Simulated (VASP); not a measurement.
Runs of VASP 6.6.1 on Ru. The structure is that of space group Fm-3m (No. 225), or close to it. The cells are those of the table. 

| task | cell | k mesh | cutoff (eV) | gap on the mesh (eV) | pressure (GPa) | relaxed volume (Å³/atom) |
| --- | --- | --- | --- | --- | --- | --- |
| relaxation of cell and atoms | relaxed from a = 2.708 Å, angles 60.0°, 1 atom | 8 × 8 × 8 | 500 | none | -0.2 | 13.35 |
| single point | a = 2.665 Å, angles 60.0°, 1 atom | 20 × 20 × 20 | 520 | none | -0.1 | - |
| relaxation of cell and atoms | relaxed from a = 2.661 Å, angles 60.0°, 1 atom | 20 × 20 × 20 | 600 | none | 0.0 | (b) |
| single point | a = 2.661 Å, angles 60.0°, 1 atom | 8 × 8 × 8 | 500 | none | (a) | - |
| single point | a = 2.708 Å, angles 60.0°, 1 atom | 8 × 8 × 8 | 500 | none | -15.7 | - |

Alike in all rows: level PBEsol; potentials or basis VASP PAW PBE potentials, release 64 (Ru_pv); no spin polarisation; smearing gaussian 0.1 eV.

Problem. Estimate the missing entries.

Solution. (a) 0.2; (b) 13.38.

Caveats: some runs use coarse meshes; the PAW data sets were made with another functional, which shifts forces and pressure a little.

A k mesh can miss the band edges, and the runs leave out spin-orbit coupling on Ru.

A gap of «none» marks levels without a gap at the run's occupations.
